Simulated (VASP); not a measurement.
# Be: relaxation of cell and atoms with PBE

The system is Be.

```
Be
1.0
     2.29950    0.00000    0.00000
    -1.14975    1.99143    0.00000
     0.00000    0.00000    3.60090
Be
2
Direct
  0.33333 0.66667 0.25000
  0.66667 0.33333 0.75000
```

| Quantity | Value |
| --- | --- |
| Program | VASP 6.6.1 |
| Task | relaxation of cell and atoms |
| Functional | PBE |
| Potentials or basis | VASP PAW PBE potentials, release 64 (Be) |
| Cutoff | 600 eV |
| k mesh | 21 × 21 × 12 |
| Occupations | gaussian, width 0.1 eV |
| Spin | no spin polarisation |
| Dipole correction | no |
| Further INCAR settings | ALGO = Normal; EDIFF = 1e-06; IBRION = 2; EDIFFG = -0.005; NSW = 100; ISIF = 3 |

```
Relaxed volume                         : 7.91 Å³/atom
Relaxed cell                           : a = 2.263 Å, b = 2.263 Å, c = 3.568 Å, α = 90.00°, β = 90.00°, γ = 120.00°
Space group after relaxing (to 0.05 Å) : P6_3/mmc (No. 194)
Energy gained by relaxing              : 5.0 meV/atom
Ionic steps                            : 6
Pressure after relaxing                : 0.1 GPa
Band gap on the k mesh                 : zero (band 2 reaches 8.01 eV, above the bottom of band 3 at 5.93 eV)
```

The path:
```
step  energy change (eV)  largest force (eV/Å)  pressure (GPa)  volume (Å³)
   1              0.0000                0.0000           -4.60        16.49
   2             -0.0097                0.0000           -0.72        15.93
   3             -0.0100                0.0000            0.04        15.83
   4             -0.0100                0.0000            0.14        15.82
   5             -0.0101                0.0000            0.09        15.82
   6             -0.0101                0.0000            0.08        15.82
```

Final structure:
```cif
data_structure
_symmetry_space_group_name_H-M 'P 1'
_symmetry_Int_Tables_number 1
_cell_length_a 2.2629
_cell_length_b 2.2629
_cell_length_c 3.5677
_cell_angle_alpha 90.000
_cell_angle_beta 90.000
_cell_angle_gamma 120.000
_cell_volume 15.82
loop_
_atom_site_label
_atom_site_type_symbol
_atom_site_fract_x
_atom_site_fract_y
_atom_site_fract_z
_atom_site_occupancy
Be1 Be 0.33333 0.66667 0.25000 1
Be2 Be 0.66667 0.33333 0.75000 1
```

Levels at points of the mesh, in eV from the Fermi level:
| k point | band 1 | band 2 | band 3 | band 4 | band 5 | band 6 |
| --- | --- | --- | --- | --- | --- | --- |
| (0.00, 0.00, 0.00) | -11.39 | -4.49 | 1.05 | 15.97 | 15.97 | 18.81 |
| (0.00, 0.00, 0.50) | -9.23 | -9.23 | 10.63 | 10.63 | 17.61 | 17.61 |

It took 24 s on 1 thread of Intel(R) Xeon(R) 6975P-C (Granite Rapids), with other jobs on the host, peak memory 0.15 GiB.
